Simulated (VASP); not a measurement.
# SiNi (P2_13) in VASP: relaxation of cell and atoms with r2SCAN

Aim: the relaxation of cell and atoms of SiNi with r2SCAN.

All numbers are computed with VASP 6.6.1; they aren't measurements. Logs are shortened: lines on timing, memory, paths and dates and some standing lists are left out, and cuts for length are marked.

## Step 1: The cell of the first run

It takes space group P2_13 (No. 198, cubic). The conventional cell has a = 4.465 Å, b = 4.465 Å, c = 4.465 Å, α = 90.00°, β = 90.00°, γ = 90.00°. Si (site symmetry 3) has 7 Ni at 2.34 to 2.42 Å and 6 Si at 2.76 Å within 3.1 Å. Within 3.1 Å of Ni (site symmetry 3) lie 7 Si at 2.34 to 2.42 Å and 6 Ni at 2.75 Å.

## Step 2: Relaxation of cell and atoms, r2SCAN

The input, POSCAR:

```
SiNi
1.0
    4.4646818038      0.0000000000      0.0000000000
    0.0000000000      4.4646818038      0.0000000000
    0.0000000000      0.0000000000      4.4646818038
Si Ni
4 4
Direct
    0.8467007008      0.8467007008      0.8467007008
    0.6532992992      0.1532992992      0.3467007008
    0.3467007008      0.6532992992      0.1532992992
    0.1532992992      0.3467007008      0.6532992992
    0.1487285300      0.1487285300      0.1487285300
    0.3512714700      0.8512714700      0.6487285300
    0.6487285300      0.3512714700      0.8512714700
    0.8512714700      0.6487285300      0.3512714700
```

The input, INCAR.step1:

```
SYSTEM = SiNi
  PREC = Accurate
  ENCUT = 600
  ISMEAR = 0
  SIGMA = 0.1
  LREAL = .False.
  LASPH = .True.
  NELM = 100
  GGA = PE
  ALGO = Normal
  EDIFF = 1E-4
  LWAVE = .True.
  LCHARG = .False.
```

The input, INCAR.step2:

```
SYSTEM = SiNi
  PREC = Accurate
  ENCUT = 600
  EDIFF = 1E-6
  ISMEAR = 0
  SIGMA = 0.1
  LREAL = .False.
  LASPH = .True.
  NELM = 100
  ALGO = Normal
  ISIF = 3
  LWAVE = .False.
  LCHARG = .False.
  METAGGA = R2SCAN
  LMIXTAU = .True.
  IBRION = 2
  NSW = 100
  EDIFFG = -0.01
  ISTART = 1
```

The input, KPOINTS:

```
Automatic mesh
0
Gamma
  8 8 8
  0 0 0
```

Potentials or basis: VASP PAW PBE potentials, release 64 (Si, Ni).

The run is started by

```bash
cat potpaw_PBE.64/Si/POTCAR potpaw_PBE.64/Ni/POTCAR > POTCAR
cp INCAR.step1 INCAR
mpirun -np 1 vasp_std > vasp.out
cp INCAR.step2 INCAR
mpirun -np 1 vasp_std > vasp.out
```

OUTCAR:

```text
SYSTEM = SiNi
   PREC = Accurate
   ENCUT = 600
   EDIFF = 1E-6
   ISMEAR = 0
   LREAL = .False.
   LASPH = .True.
   NELM = 100
   ISIF = 3
   METAGGA = R2SCAN
   IBRION = 2
   NSW = 100
   EDIFFG = -0.01
   ISTART = 1

 ion  position               nearest neighbor table
   1  0.847  0.847  0.847-   5 2.34   6 2.38   7 2.38   8 2.38   7 2.42   8 2.42   6 2.42   3 2.76
                             4 2.76   2 2.76   2 2.76   4 2.76   3 2.76
   2  0.653  0.153  0.347-   6 2.34   5 2.38   7 2.38   8 2.38   7 2.42   8 2.42   5 2.42   1 2.76
                             1 2.76   3 2.76   3 2.76   4 2.76   4 2.76
   3  0.347  0.653  0.153-   7 2.34   6 2.38   5 2.38   8 2.38   8 2.42   6 2.42   5 2.42   1 2.76
                             4 2.76   2 2.76   2 2.76   4 2.76   1 2.76
   4  0.153  0.347  0.653-   8 2.34   6 2.38   7 2.38   5 2.38   6 2.42   5 2.42   7 2.42   1 2.76
                             3 2.76   2 2.76   1 2.76   2 2.76   3 2.76
   5  0.149  0.149  0.149-   1 2.34   2 2.38   3 2.38   4 2.38   3 2.42   4 2.42   2 2.42   6 2.75
                             7 2.75   8 2.75   6 2.75   8 2.75   7 2.75
   6  0.351  0.851  0.649-   2 2.34   1 2.38   3 2.38   4 2.38   3 2.42   4 2.42   1 2.42   8 2.75
                             5 2.75   5 2.75   7 2.75   7 2.75   8 2.75
   7  0.649  0.351  0.851-   3 2.34   2 2.38   1 2.38   4 2.38   4 2.42   2 2.42   1 2.42   8 2.75
                             5 2.75   8 2.75   6 2.75   6 2.75   5 2.75
   8  0.851  0.649  0.351-   4 2.34   2 2.38   3 2.38   1 2.38   2 2.42   1 2.42   3 2.42   7 2.75
                             5 2.75   7 2.75   5 2.75   6 2.75   6 2.75

  LATTYP: Found a simple cubic cell.
 ALAT       =     4.4646818038

  Lattice vectors:

 A1 = (   4.4646818038,   0.0000000000,   0.0000000000)
 A2 = (   0.0000000000,   4.4646818038,   0.0000000000)
 A3 = (   0.0000000000,   0.0000000000,   4.4646818038)

Analysis of symmetry for initial positions (statically):
=====================================================================
 Subroutine PRICEL returns:
 Original cell was already a primitive cell.

 Routine SETGRP: Setting up the symmetry group for a
 simple cubic supercell.

 Subroutine GETGRP returns: Found 12 space group operations
 (whereof  3 operations were pure point group operations)
 out of a pool of 48 trial point group operations.

The static configuration has the point symmetry C_3 .
 The point group associated with its full space group is T   .

Analysis of symmetry for dynamics (positions and initial velocities):
=====================================================================
 Subroutine PRICEL returns:
 Original cell was already a primitive cell.

 Routine SETGRP: Setting up the symmetry group for a
 simple cubic supercell.

 Subroutine GETGRP returns: Found 12 space group operations
 (whereof  3 operations were pure point group operations)
 out of a pool of 48 trial point group operations.

The dynamic configuration has the point symmetry C_3 .
 The point group associated with its full space group is T   .

 Subroutine INISYM returns: Found 12 space group operations
 (whereof  3 operations are pure point group operations),
 and found     1 'primitive' translations

----------------------------------------------------------------------------------------

                                     Primitive cell

  volume of cell :      88.9962

  direct lattice vectors                    reciprocal lattice vectors
     4.464681804  0.000000000  0.000000000     0.223980128  0.000000000  0.000000000
     0.000000000  4.464681804  0.000000000     0.000000000  0.223980128  0.000000000
     0.000000000  0.000000000  4.464681804     0.000000000  0.000000000  0.223980128

  length of vectors
     4.464681804  4.464681804  4.464681804     0.223980128  0.223980128  0.223980128

  position of ions in fractional coordinates (direct lattice)
[... 106 lines left out ...]
   ISMEAR =     0;   SIGMA  =   0.10  broadening in eV -4-tet -1-fermi 0-gaus
   EFERMI_NEDOS =   21; number of points for ismear=-14 and -15
   IALGO  =     38    algorithm
   IMIX   =      4    mixing-type and parameters
     AMIX     =   0.40;   BMIX     =  1.00
     AMIX_MAG =   1.60;   BMIX_MAG =  1.00
  volume/ion in A,a.u.               =      11.12        75.07
  Fermi-wavevector in a.u.,A,eV,Ry     =   1.402858  2.651017 26.776403  1.968010
  Thomas-Fermi vector in A             =   2.525578
   LORBIT       =      0    0 simple, 1 ext, 2 COOP (PROOUT), +10 PAW based schemes
   METAGGA = R2SCAN    functional components
   LHFCALC =     F    Hartree Fock is set to
   AEXX    =    0.0000 exact exchange contribution
   IVDW    =     0    specifies the selected vdW correction
   LEPSILON=     F    determine dielectric tensor
   LRPA    =     F    only Hartree local field effects (RPA)
 conjugate gradient relaxation of ions
 non-spin polarized calculation
 Gauss-broadening in eV      SIGMA  =   0.10
  energy-cutoff  :      600.00
  volume of cell :       89.00
 maximum number of plane-waves:      3016
   NGX = 17   NGY = 17   NGZ = 17

--------------------------------------- Ionic step        1  -------------------------------------------

 number of electron      56.0000020 magnetization

 Free energy of the ion-electron system (eV)
  ---------------------------------------------------
  ext. energy  EPLUGINS =         0.00000000
  ---------------------------------------------------
  free energy    TOTEN  =       -85.86593422 eV

  energy without entropy =      -85.85534204  energy(sigma->0) =      -85.86063813

------------------------ aborting loop because EDIFF is reached ----------------------------------------

  FORCE on cell =-STRESS in cart. coord.  units (eV):
  Direction    XX          YY          ZZ          XY          YZ          ZX
  --------------------------------------------------------------------------------------
  -------------------------------------------------------------------------------------
  Total        0.0143461      0.0143461      0.0143461     -0.0000000     -0.0000000      0.0000000
  in kB        0.2582688      0.2582688      0.2582688     -0.0000000     -0.0000000      0.0000000
  external PRESSURE =       0.2582688 kB  Pullay stress =       0.0000000 kB

 VOLUME and BASIS-vectors are now :
 -----------------------------------------------------------------------------
  energy-cutoff  :      600.00
  volume of cell :       89.00
      direct lattice vectors                 reciprocal lattice vectors
     4.464681804  0.000000000  0.000000000     0.223980128  0.000000000  0.000000000
     0.000000000  4.464681804  0.000000000     0.000000000  0.223980128  0.000000000
     0.000000000  0.000000000  4.464681804     0.000000000  0.000000000  0.223980128

 POSITION                                       TOTAL-FORCE (eV/Angst)
 -----------------------------------------------------------------------------------
      3.78025      3.78025      3.78025         0.011310      0.011310      0.011310
      2.91677      0.68443      1.54791        -0.011310     -0.011310      0.011310
      1.54791      2.91677      0.68443         0.011310     -0.011310     -0.011310
      0.68443      1.54791      2.91677        -0.011310      0.011310     -0.011310
      0.66403      0.66403      0.66403        -0.000552     -0.000552     -0.000552
      1.56832      3.80066      2.89637         0.000552      0.000552     -0.000552
      2.89637      1.56832      3.80066        -0.000552      0.000552      0.000552
      3.80066      2.89637      1.56832         0.000552     -0.000552      0.000552
 -----------------------------------------------------------------------------------
    total drift:                                0.000001      0.000000     -0.000000

  FREE ENERGIE OF THE ION-ELECTRON SYSTEM (eV)
  ---------------------------------------------------
  free  energy   TOTEN  =       -85.8659342224 eV

  energy  without entropy=      -85.8553420355  energy(sigma->0) =      -85.86063813

--------------------------------------- Ionic step        2  -------------------------------------------

 number of electron      56.0000020 magnetization

 Free energy of the ion-electron system (eV)
  ---------------------------------------------------
  ext. energy  EPLUGINS =         0.00000000
  ---------------------------------------------------
  free energy    TOTEN  =       -85.86598585 eV

  energy without entropy =      -85.85539814  energy(sigma->0) =      -85.86069199

 E-fermi :  12.3070     XC(G=0): -13.6995

 val. band max:       12.2747191862   @ k =  -0.1250   0.3750   0.0000
 cond. band min:      12.3433012379   @ k =   0.2500   0.2500   0.0000
 fundamental gap:      0.0685820517
 Fermi energy:        12.3069515049

 k-point     1 :       0.0000    0.0000    0.0000
  band No.  band energies     occupation
      1      -2.9336      2.00000
      2       2.8862      2.00000
      3       2.8862      2.00000
      4       2.8862      2.00000
      5       5.4964      2.00000
      6       5.4964      2.00000
[... 853 lines left out ...]
     32      14.1103      0.00000
     33      14.6536      0.00000

 [... further k-points ...]
[... 5 lines left out ...]
  --------------------------------------------------------------------------------------
  -------------------------------------------------------------------------------------
  Total        0.0169660      0.0169660      0.0169660      0.0000000     -0.0000000      0.0000000
  in kB        0.3053555      0.3053555      0.3053555      0.0000000     -0.0000000      0.0000000
  external PRESSURE =       0.3053555 kB  Pullay stress =       0.0000000 kB

 VOLUME and BASIS-vectors are now :
 -----------------------------------------------------------------------------
  energy-cutoff  :      600.00
  volume of cell :       89.02
      direct lattice vectors                 reciprocal lattice vectors
     4.465068050 -0.000000000  0.000000000     0.223960752  0.000000000  0.000000000
    -0.000000000  4.465068050  0.000000000     0.000000000  0.223960752  0.000000000
    -0.000000000 -0.000000000  4.465068050    -0.000000000 -0.000000000  0.223960752

 POSITION                                       TOTAL-FORCE (eV/Angst)
 -----------------------------------------------------------------------------------
      3.78112      3.78112      3.78112         0.004876      0.004876      0.004876
      2.91648      0.68395      1.54859        -0.004876     -0.004876      0.004876
      1.54859      2.91648      0.68395         0.004876     -0.004876     -0.004876
      0.68395      1.54859      2.91648        -0.004876      0.004876     -0.004876
      0.66406      0.66406      0.66406        -0.000144     -0.000144     -0.000144
      1.56848      3.80101      2.89659         0.000144      0.000144     -0.000144
      2.89659      1.56848      3.80101        -0.000144      0.000144      0.000144
      3.80101      2.89659      1.56848         0.000144     -0.000144      0.000144
 -----------------------------------------------------------------------------------
    total drift:                                0.000001      0.000000     -0.000000

  FREE ENERGIE OF THE ION-ELECTRON SYSTEM (eV)
  ---------------------------------------------------
  free  energy   TOTEN  =       -85.8659858502 eV

  energy  without entropy=      -85.8553981364  energy(sigma->0) =      -85.86069199

 reached required accuracy - stopping structural energy minimisation
```

Run time: 8.2 min. Hardware: 1 thread of Oxide Virtual Turin-like, shared host; peak memory 0.28 GiB.

Results:

```yaml
Free_energy: -85.8660 eV
Relaxed_volume: 11.13 Å³/atom
Relaxed_cell: a = 4.465 Å, b = 4.465 Å, c = 4.465 Å, α = 90.00°, β = 90.00°, γ = 90.00°
Space_group_after_relaxing_to_0.1_Å: P2_13 (No. 198)
Energy_gained_by_relaxing: 0.0 meV/atom
Ionic_steps: 2
Pressure_after_relaxing: 0.0 GPa
Largest_force_after_relaxing: 0.008 eV/Å
Band_gap_on_the_k_mesh: zero (bands 28 and 29 overlap by 1.34 eV)
```

Forces on the atoms (eV/Å):
```
Si   0.005  0.005  0.005
Si  -0.005 -0.005  0.005
Si   0.005 -0.005 -0.005
Si  -0.005  0.005 -0.005
Ni   0.000  0.000  0.000
Ni   0.000  0.000  0.000
Ni   0.000  0.000  0.000
Ni   0.000  0.000  0.000
```

Final structure:
```xyz
8
Lattice="4.4651 0.0000 0.0000 0.0000 4.4651 0.0000 0.0000 0.0000 4.4651" Properties=species:S:1:pos:R:3 pbc="T T T"
Si    3.7811    3.7811    3.7811
Si    2.9165    0.6839    1.5486
Si    1.5486    2.9165    0.6839
Si    0.6839    1.5486    2.9165
Ni    0.6641    0.6641    0.6641
Ni    1.5685    3.8010    2.8966
Ni    2.8966    1.5685    3.8010
Ni    3.8010    2.8966    1.5685
```

Caveat: the PAW data sets were made with another functional, which shifts forces and pressure a little. Spin polarisation is off, so any magnetic state and its effect on volume and gap are missing.

The gap in the log of VASP goes by the Fermi energy; the results here count the filled bands.